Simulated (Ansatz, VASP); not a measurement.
**SnO in VASP and in Ansatz**

POSCAR

```
SnO
1.0
    3.8136952200      0.0000000000      0.0000000000
    0.0000000000      3.8136952200      0.0000000000
    0.0000000000      0.0000000000      4.8869133000
Sn O
2 2
Direct
    0.5000000000      0.0000000000      0.7646261400
    0.0000000000      0.5000000000      0.2353738600
    0.0000000000      0.0000000000      0.0000000000
    0.5000000000      0.5000000000      0.0000000000
```

The input INCAR.step1:

```
  PREC = Accurate
  ENCUT = 600
  ISMEAR = -1
  SIGMA = 0.05
  LREAL = False
  LASPH = True
  NELM = 100
  GGA = PE
  ALGO = Normal
  EDIFF = 1E-4
  LWAVE = True
  LCHARG = False
```

File INCAR.step2:

```
  PREC = Accurate
  ENCUT = 600
  EDIFF = 1E-6
  ISMEAR = -1
  SIGMA = 0.05
  LREAL = False
  LASPH = True
  NELM = 100
  ALGO = Normal
  ISIF = 3
  LWAVE = False
  LCHARG = False
  METAGGA = R2SCAN
  LMIXTAU = True
  LUSE_VDW = True
  IVDW_NL = 2
  BPARAM = 11.95
  CPARAM = 0.0093
  IBRION = 2
  NSW = 60
  EDIFFG = -0.01
  ISTART = 1
```

KPOINTS

```
regular mesh
0
Gamma
  7 7 6
```

The input input.yaml:

```yaml
crystal:
  lattice:
    - [3.81369522, 0.0, 0.0]
    - [0.0, 3.81369522, 0.0]
    - [0.0, 0.0, 4.8869133]
  atoms:
    - { symbol: Sn, position: [0.5, 0.0, 0.76462614] }
    - { symbol: Sn, position: [0.0, 0.5, 0.23537386] }
    - { symbol: O, position: [0.0, 0.0, 0.0] }
    - { symbol: O, position: [0.5, 0.5, 0.0] }
hamiltonian:
  xc: r2scan
  pseudopotentials: { kind: paw }
  dispersion: rvv10
kpoints:
  mp_grid: { grid: [7, 7, 6] }
scf:
  occupations: { method: fermi_dirac, width: 0.05 }
output:
  forces: true
  stress: true
relax:
  f_tol: 0.01
  max_steps: 40
  cell: { stress_tol: 0.05 }
```

Alike in both runs: task relaxation of cell and atoms; functional r2SCAN; dispersion rVV10; k mesh 7 × 7 × 6; occupations fermi-dirac, width 0.05 eV; no spin polarisation.

|  | VASP | Ansatz |
| --- | --- | --- |
| version | VASP 6.6.1 | Ansatz 0.2.0 |
| potentials or method | VASP PAW PBE potentials, release 64 (Sn_d, O) | Ansatz PAW |
| plane-wave cutoff (eV) | 600 | 500 |
| valence electrons in the cell | 40 | 40 |

```tsv
	VASP	Ansatz	Ansatz less VASP
relaxed volume (Å³/atom)	17.14	17.16	+0.025
relaxed length of the cell vector where the two differ most in proportion (Å)	4.748	4.772	+0.0232
```

VASP's potentials were made for PBE, not for r2SCAN.

Noted on Ansatz's run: the plane-wave basis is chosen anew once the cell has moved, so the energies of steps on either side of that aren't comparable.
